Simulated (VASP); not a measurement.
A run of VASP 6.6.1:

File INCAR:

```
SYSTEM = B
  PREC = Accurate
  ENCUT = 600
  EDIFF = 1E-6
  ISMEAR = -1
  SIGMA = 0.1
  LREAL = .False.
  LASPH = .True.
  NELM = 60
  ALGO = Normal
  ISIF = 3
  LWAVE = .False.
  LCHARG = .False.
  GGA = PE
  IBRION = 2
  NSW = 80
  EDIFFG = -0.01
```

File KPOINTS:

```
regular mesh
0
Gamma
  16 16 16
  0 0 0
```

File POSCAR:

```
B
1.0
    1.9200471483      0.0000000000      0.0000000000
    0.0000000000      1.9200471483      0.0000000000
    0.0000000000      0.0000000000      1.9200471483
B
1
Direct
    0.0000000000      0.0000000000      0.0000000000
```

Potentials or basis: VASP PAW PBE potentials, release 64 (B).

Run with:

```sh
$ cat potpaw_PBE.64/B/POTCAR > POTCAR
$ mpirun -np 1 vasp_std > vasp.out
```

Hardware: 1 thread of Intel Xeon 6975P-C (shared host).

Question: How long does it take, and how much memory?

Answer: Run time: 8.1 s on 1 thread of Intel Xeon 6975P-C (shared host), peak memory 0.11 GiB. Counts: scf iterations 17, k points 165, ion steps 3.
